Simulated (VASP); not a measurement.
Write the native input for VASP 6.6.1 that does the following.

- Task: single point
- Functional: PBEsol
- Potentials or basis: VASP PAW PBE potentials, release 64 (W_sv, C)
- Cutoff: 520 eV
- k mesh: 3 × 3 × 1
- Occupations: gaussian, width 0.05 eV
- Spin: no spin polarisation
- Dipole correction: no
- Further INCAR settings: LREAL = Auto; ALGO = Normal; EDIFF = 1e-06; NBANDS = 93

The structure of W9C8 lies in POSCAR:

```
W9C8
1.0
    5.7040600000      0.0000000000      0.0000000000
   -2.8520300000      4.9398610000      0.0000000000
    0.0000000000      0.0000000000     17.2011400000
W C
9 8
Direct
    0.0000000000      0.0000000000      0.0581357000
    0.0070808041      0.0035333585      0.2218427868
    0.0000000000      0.5000000000      0.0581357000
    0.0000019233      0.4999834312      0.2243643597
    0.5000000000      0.0000000000      0.0581357000
    0.4964701757      0.0035524575      0.2218412353
    0.5000000000      0.5000000000      0.0581357000
    0.4964897221      0.4929708177      0.2218456728
    0.6666853609     -0.1666342739      0.3542903430
    0.3333488559      0.1667007977      0.1343894978
    0.3333623296      0.1667103518      0.2918389571
    0.3319048512      0.6659546337      0.1360507373
    0.3310702250      0.6655568052      0.3001174481
    0.8340702418      0.1681398310      0.1360550682
    0.8344849370      0.1689802567      0.3001216022
    0.8340441940      0.6659594080      0.1360504599
    0.8345188447      0.6655728491      0.3001225657
```

These files were run (other wordings do the same):

INCAR

```
SYSTEM = W9C8
ALGO     = Normal         ! electronic algorithm
EDIFF    = 1E-6           ! SCF threshold, eV
ENCUT    = 520            ! plane-wave cutoff, eV
GGA      = PS             ! functional
ISIF     = 2              ! what is computed and relaxed
ISMEAR   = 0              ! smearing method
LASPH    = .TRUE.         ! aspherical terms in the spheres
LCHARG   = .FALSE.        ! write CHGCAR
LREAL    = Auto         
LWAVE    = .FALSE.        ! write WAVECAR
NBANDS   = 93             ! bands
NELM     = 60             ! most SCF steps
PREC     = Accurate       ! precision mode
SIGMA    = 0.05           ! smearing width, eV
```

KPOINTS

```
k-points
0
G
  3 3 1
  0 0 0
```

Potentials or basis: VASP PAW PBE potentials, release 64 (W_sv, C).

The run is started by

```bash
$ cat potpaw_PBE.64/W_sv/POTCAR potpaw_PBE.64/C/POTCAR > POTCAR
$ mpirun -np 1 vasp_std > vasp.out
```

Results of the run:

The largest force is 0.399 eV/Å and the band gap on the k mesh is zero (bands 79 and 80 overlap by 0.75 eV).

Caveat: the k points lie up to 0.42 Å⁻¹ apart, too coarse for converged energies and pressures of a metal; the PAW data sets were made with another functional, which shifts forces and pressure a little; spin-orbit coupling is left out, which moves the levels of the heavy elements.

Wall time 6.4 min on 1 thread of Intel(R) Xeon(R) 6975P-C (Granite Rapids) (shared host), peak memory 0.56 GiB.
